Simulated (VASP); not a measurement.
Here is a VASP 6.6.1 calculation.

The input INCAR:

```
ALGO = Normal
EDIFF = 1E-6
ENCUT = 520
GGA = PE
ISIF = 2
ISMEAR = -1
LASPH = True
LCHARG = False
LREAL = False
LWAVE = False
NBANDS = 16
NELM = 60
PREC = Accurate
SIGMA = 0.03
```

File KPOINTS:

```
k-points
0
Gamma
  11 11 11
```

File POSCAR:

```
InP
1.0
    0.0000000000      2.8550000000      2.8835500000
    2.8550000000      0.0000000000      2.8835500000
    2.8550000000      2.8550000000      0.0000000000
In P
1 1
Direct
    0.0000000000      0.0000000000      0.0000000000
    0.5000000000      0.5000000000      0.5000000000
```

Potentials or basis: VASP PAW PBE potentials, release 64 (In_d, P).

Launch:

```console
$ cat potpaw_PBE.64/In_d/POTCAR potpaw_PBE.64/P/POTCAR > POTCAR
$ mpirun -np 1 vasp_std > vasp.out
```

(1) Predict the pressure.

(2) Predict the band gap on the k mesh.

Results:

(1) -5.8 GPa.

(2) zero (bands 9 and 10 overlap by 2.25 eV).

Caveat: the cell differs from its parent crystal (zz strain of +1 %); the cell stands under tension; spin-orbit coupling is left out, which moves the levels of the heavy elements.
